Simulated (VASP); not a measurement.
**Nb3Tl: single point with PBE**

Nb3Tl:

```
CELL_PARAMETERS angstrom
5.29700 0.00000 0.00000
0.00000 5.29700 0.00000
0.00000 0.00000 5.29700
ATOMIC_POSITIONS crystal
Nb 0.25000 0.00000 0.50000
Nb 0.50000 0.75000 0.00000
Nb 0.75000 0.00000 0.50000
Nb 0.50000 0.25000 0.00000
Nb 0.00000 0.50000 0.75000
Nb 0.00000 0.50000 0.25000
Tl 0.00000 0.00000 0.00000
Tl 0.50000 0.50000 0.50000
```

- Program: VASP 6.6.1
- Task: single point
- Functional: PBE
- Potentials or basis: VASP PAW PBE potentials, release 64 (Nb_sv, Tl_d)
- Cutoff: 520 eV
- k mesh: 6 × 6 × 6
- Occupations: fermi-dirac, width 0.05 eV
- Spin: no spin polarisation
- Dipole correction: no
- Further INCAR settings: ALGO = Normal; EDIFF = 1e-06; NBANDS = 62

```json
{
 "Pressure": "4.2 GPa",
 "Band gap on the k mesh": "zero (bands 52 and 53 overlap by 0.64 eV)"
}
```

Levels at points of the mesh, in eV from the Fermi level:
```tsv
k point	band 50	band 51	band 52	band 53	band 54	band 55
(0.00, 0.00, 0.00)	-0.30	-0.30	-0.30	-0.08	-0.08	2.25
(0.50, 0.00, 0.00)	-0.76	-0.74	-0.74	-0.23	-0.23	1.57
(0.50, 0.50, 0.00)	0.05	0.38	0.38	0.56	0.87	0.88
(0.50, 0.50, 0.50)	0.24	0.24	0.24	0.24	0.24	0.44
```

Run time: 3.8 min on 1 thread of Intel(R) Xeon(R) Platinum 8259CL CPU @ 2.50GHz (Skylake/Cascade Lake), on a shared host, peak memory 0.31 GiB.

Caveat: the cell stands under pressure; spin-orbit coupling is left out, which moves the levels of the heavy elements.
